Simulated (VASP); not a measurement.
A run of VASP 6.6.1 is set up as follows.

The input INCAR:

```
SYSTEM = Mo
PREC = Accurate
ENCUT = 520
EDIFF = 1E-6
ISMEAR = -1
SIGMA = 0.1
LREAL = .FALSE.
LASPH = .TRUE.
NELM = 80
ALGO = Normal
ISIF = 2
LWAVE = .FALSE.
LCHARG = .FALSE.
GGA = PE
NBANDS = 13
```

Contents of KPOINTS:

```
regular mesh
0
G
  13 13 13
  0 0 0
```

The input POSCAR:

```
Mo
1.0
   -1.6093032143      1.6093032143      1.6093032143
    1.6093032143     -1.6093032143      1.6093032143
    1.6093032143      1.6093032143     -1.6093032143
Mo
1
Direct
    0.0000000000      0.0000000000      0.0000000000
```

Potentials or basis: VASP PAW PBE potentials, release 64 (Mo_sv).

The run is started by

```console
$ cat potpaw_PBE.64/Mo_sv/POTCAR > POTCAR
$ mpirun -np 1 vasp_std > vasp.out
```

Estimate the band gap on the k mesh.

zero (band 7 reaches 14.87 eV, above the bottom of band 8 at 10.34 eV).

Predict the pressure.

-12.2 GPa.
